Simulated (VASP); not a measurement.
Input of a VASP 6.6.1 run:

File INCAR:

```
SYSTEM = BN
METAGGA = SCAN ; ISMEAR = 0
SIGMA = 0.03 ; LWAVE = .False.
LCHARG = .False. ; NBANDS = 32
PREC = Accurate ; LASPH = .True.
LREAL = .False. ; ALGO = Normal
EDIFF = 1E-7 ; NELM = 120
GGA_COMPAT = .False. ; ENCUT = 640
EFERMI = MIDGAP ; LMIXTAU = .True.
```

The input KPOINTS:

```
Automatic mesh
0
Gamma
  16 16 5
  0 0 0
```

The input KPOINTS_OPT:

```
path GMKGALHA,LM,KH
32
line-mode
reciprocal
 0.0000000000  0.0000000000  0.0000000000  G
 0.5000000000  0.0000000000  0.0000000000  M

 0.5000000000  0.0000000000  0.0000000000  M
 0.3333333333  0.3333333333  0.0000000000  K

 0.3333333333  0.3333333333  0.0000000000  K
 0.0000000000  0.0000000000  0.0000000000  G

 0.0000000000  0.0000000000  0.0000000000  G
 0.0000000000  0.0000000000  0.5000000000  A

 0.0000000000  0.0000000000  0.5000000000  A
 0.5000000000  0.0000000000  0.5000000000  L

 0.5000000000  0.0000000000  0.5000000000  L
 0.3333333333  0.3333333333  0.5000000000  H

 0.3333333333  0.3333333333  0.5000000000  H
 0.0000000000  0.0000000000  0.5000000000  A

 0.5000000000  0.0000000000  0.5000000000  L
 0.5000000000  0.0000000000  0.0000000000  M

 0.3333333333  0.3333333333  0.0000000000  K
 0.3333333333  0.3333333333  0.5000000000  H
```

POSCAR

```
BN
1.0
    2.4982400000      0.0000000000      0.0000000000
   -1.2491200000      2.1635393048      0.0000000000
    0.0000000000      0.0000000000      6.6357000000
N B
2 2
Direct
    0.6666666667      0.3333333333      0.2500000000
    0.3333333333      0.6666666667      0.7500000000
    0.6666666667      0.3333333333      0.7500000000
    0.3333333333      0.6666666667      0.2500000000
```

Potentials or basis: VASP PAW PBE potentials, release 64 (N, B).

Launch:

```bash
$ cat potpaw_PBE.64/N/POTCAR potpaw_PBE.64/B/POTCAR > POTCAR
$ mpirun -np 1 vasp_std > vasp.out
```

Question: What does it give for the band gap on the k mesh?

Answer: 4.75 eV (least direct gap 5.23 eV).

Question: What does it give for the band gap along the path?

Answer: 4.75 eV (least direct gap 5.23 eV).

Question: What does it give for the pressure?

Answer: 0.2 GPa.

Stress tensor (GPa, compression positive):
```
0.08 0.00 0.00
0.00 0.08 0.00
0.00 0.00 0.55
```

Caveat: the PAW data sets were made with another functional, which shifts forces and pressure a little. SCAN opens gaps a little over a GGA but as a rule still falls short of measured ones.
